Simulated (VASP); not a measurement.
Write the native input for VASP 6.6.1 that does the following.

```
Task                   : single point
Functional             : PBE
Potentials or basis    : VASP PAW PBE potentials, release 64 (C)
Cutoff                 : 520 eV
k mesh                 : 12 × 12 × 1
Occupations            : fermi-dirac, width 0.02 eV
Spin                   : no spin polarisation
Dipole correction      : yes
Further INCAR settings : ALGO = Normal; EDIFF = 1e-07; NBANDS = 16
```

The structure of C lies in POSCAR:

```
C
1.0
    2.5255274270      0.0000000000      0.0000000000
    0.0000000000      2.5255274270      0.0000000000
    0.0000000000      0.0000000000     18.6787000000
C
4
Direct
    0.0000000000      0.2500000000      0.4282946256
    0.5000000000      0.2500000000      0.4760982085
    0.5000000000      0.7500000000      0.5239017915
    0.0000000000      0.7500000000      0.5717053744
```

The input as run:

INCAR

```
SYSTEM = C
PREC = Accurate
ENCUT = 520
EDIFF = 1E-7
ISMEAR = -1
SIGMA = 0.02
LREAL = .False.
LASPH = .True.
NELM = 60
ALGO = Normal
ISIF = 2
LWAVE = .False.
LCHARG = .False.
LDIPOL = .True.
IDIPOL = 3
DIPOL = 0.5 0.5 0.500
GGA = PE
NBANDS = 16
```

KPOINTS

```
Automatic mesh
0
Gamma
  12 12 1
  0 0 0
```

Potentials or basis: VASP PAW PBE potentials, release 64 (C).

The run is started by

```bash
$ cat potpaw_PBE.64/C/POTCAR > POTCAR
$ mpirun -np 1 vasp_std > vasp.out
```

It gave:

```json
{
  "Largest force": "3.270 eV/Å",
  "Band gap on the k mesh": "zero (band 8 reaches -3.67 eV, above the bottom of band 9 at -4.45 eV)"
}
```

Wall time 76 s on 1 thread of AMD EPYC 9R45 96-Core Processor (Zen 5), on a shared host, peak memory 0.21 GiB.
